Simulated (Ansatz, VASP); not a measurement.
## One calculation of Ta, two programs

```
CELL_PARAMETERS angstrom
-1.69170 1.69170 1.50104
1.69170 -1.69170 1.50104
1.69170 1.69170 -1.50104
ATOMIC_POSITIONS crystal
Ta 0.00000 0.00000 0.00000
```

Alike in both runs: task single point; functional PBE; k mesh 20 × 20 × 20; occupations gaussian, width 0.15 eV; no spin polarisation.

```csv
,VASP,Ansatz
version,VASP 6.6.1,Ansatz 0.2.0
potentials or method,"VASP PAW PBE potentials, release 64 (Ta_pv), cutoff 520 eV","scalar-relativistic, plane waves, PAW"
valence electrons in the cell,11,13
```

Ansatz gave:

| Property | Result |
| --- | --- |
| gap on the k mesh at the Fermi level (eV) | none |
| pressure (GPa) | 15.0 |
| traceless stress, the component that is largest in VASP (GPa) | 7.23 |

What did VASP give for the same quantities?

gap on the k mesh at the Fermi level (eV): none; pressure (GPa): 15.2; traceless stress, the component that is largest in VASP (GPa): 7.23.

A gap of «none» marks a metal or a gap that the smearing closes. VASP's potentials hold 11 valence electrons a cell and Ansatz's 13, so a difference there can come from the potentials and not from the codes.

Neither program's run includes spin-orbit coupling.
